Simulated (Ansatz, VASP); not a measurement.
## TaSi in VASP and in Ansatz

```
Ta Si
1.0
     3.12446    0.00000    0.00000
     0.00000    3.12446    0.00000
     0.00000    0.00000    3.12446
Ta Si
1 1
Direct
  0.00000 0.00000 0.00000
  0.50000 0.50000 0.50000
```

Alike in both runs: functional PBEsol; k mesh 14 × 14 × 14; occupations fermi-dirac, width 0.05 eV; no spin polarisation.

Ansatz relaxed the structure, and its values are those at the end. VASP's run is a single point on that final structure, the one shown.

|  | VASP | Ansatz |
| --- | --- | --- |
| version | VASP 6.6.1 | Ansatz 0.2.0 |
| potentials or method | VASP PAW PBE potentials, release 64 (Ta_pv, Si) | PAW with Ansatz's default frozen-core files, scalar-relativistic |
| plane-wave cutoff (eV) | 520 | 420 |
| valence electrons in the cell | 15 | 17 |

VASP gave:

* pressure (GPa): 0.3

Estimate Ansatz's values.

pressure (GPa): 0.0.

VASP's potentials were made for PBE, not for PBEsol. VASP's potentials hold 15 valence electrons a cell and Ansatz's 17, so a difference there can come from the potentials and not from the codes.

Neither program's run includes spin-orbit coupling.
